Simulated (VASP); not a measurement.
Write the native input for VASP 6.6.1 that does the following.

* Task: relaxation of cell and atoms
* Functional: PBE
* Potentials or basis: VASP PAW PBE potentials, release 64 (Si, Sb, Te)
* Cutoff: 600 eV
* k mesh: 4 × 4 × 4
* Occupations: gaussian, width 0.1 eV
* Spin: no spin polarisation
* Dipole correction: no
* Further INCAR settings: ALGO = Normal; EDIFF = 1e-06; IBRION = 2; EDIFFG = -0.04; NSW = 90; ISIF = 3

The structure of SiSbTe3 lies in POSCAR:

```
SiSbTe3
1.0
    5.3739715500      0.0000000000      0.0000000000
    0.0000000000      5.3739715500      0.0000000000
    0.0000000000      0.0000000000      5.3739715500
Si Sb Te
1 1 3
Direct
    0.0000000000      0.0000000000      0.0000000000
    0.5000000000      0.5000000000      0.5000000000
    0.5000000000      0.0000000000      0.0000000000
    0.0000000000      0.5000000000      0.0000000000
    0.0000000000      0.0000000000      0.5000000000
```

These files were run (other wordings do the same):

INCAR

```
SYSTEM = SiSbTe3
PREC = Accurate
ENCUT = 600
EDIFF = 1E-6
ISMEAR = 0
SIGMA = 0.1
LREAL = .False.
LASPH = .True.
NELM = 80
ALGO = Normal
ISIF = 3
LWAVE = .False.
LCHARG = .False.
GGA = PE
IBRION = 2
NSW = 90
EDIFFG = -0.04
```

KPOINTS

```
Automatic mesh
0
Gamma
  4 4 4
  0 0 0
```

Potentials or basis: VASP PAW PBE potentials, release 64 (Si, Sb, Te).

Launch:

```console
$ cat potpaw_PBE.64/Si/POTCAR potpaw_PBE.64/Sb/POTCAR potpaw_PBE.64/Te/POTCAR > POTCAR
$ mpirun -np 1 vasp_std > vasp.out
```

Results of the run:

```json
{
 "Relaxed volume": "29.69 Å³/atom",
 "Relaxed cell": "a = 5.295 Å, b = 5.295 Å, c = 5.295 Å, α = 90.00°, β = 90.00°, γ = 90.00°",
 "Space group after relaxing (to 0.05 Å)": "Pm-3m (No. 221)",
 "Energy gained by relaxing": "8.2 meV/atom",
 "Ionic steps": "3",
 "Pressure after relaxing": "0.0 GPa"
}
```

Run time: 82 s on 1 thread of Intel(R) Xeon(R) Platinum 8259CL CPU @ 2.50GHz (Skylake/Cascade Lake) (shared host), peak memory 0.35 GiB.
